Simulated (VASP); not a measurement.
Runs of VASP 6.6.1 on AlN. The structure is that of space group I4/mmm (No. 139), or close to it. The cells are those of the table. 

```tsv
cell	gap on the mesh (eV)	pressure (GPa)
a = 2.991, b = 2.991, c = 2.708 Å, angles 63.1, 63.1, 53.8°, 2 atoms	4.76	(b)
a = 2.819, b = 2.819, c = 3.037 Å, angles 57.4, 57.4, 65.2°, 2 atoms	4.61	7.3
a = 2.842, b = 2.842, c = 2.958 Å, angles 58.6, 58.6, 62.7°, 2 atoms	4.75	-3.4
a = 3.204, b = 3.204, c = 2.514 Å, angles 66.9, 66.9, 46.2°, 2 atoms	4.06	(c)
a = 2.930, b = 2.930, c = 2.787 Å, angles 61.6, 61.6, 56.8°, 2 atoms	4.75	(a)
a = 3.057, b = 3.057, c = 2.636 Å, angles 64.5, 64.5, 51.1°, 2 atoms	4.90	22.8
a = 2.803, b = 2.803, c = 3.126 Å, angles 56.1, 56.1, 67.8°, 2 atoms	4.12	28.5
a = 2.801, b = 2.801, c = 3.322 Å, angles 53.6, 53.6, 72.7°, 2 atoms	3.53	(d)
```

Alike in all rows: task single point; level r2SCAN; potentials or basis VASP PAW PBE potentials, release 64 (Al, N); no spin polarisation; k mesh 10 × 10 × 10; cutoff (eV) 520; smearing gaussian 0.05 eV.

Q: Estimate the missing entries.

A: (a) -2.7; (b) 7.9; (c) 61.6; (d) 115.0.

Caveats: the PAW data sets were made with another functional, which shifts forces and pressure a little; the cell stands under pressure (at least some runs); the cell stands under tension (at least some runs).

A k mesh can miss the band edges.
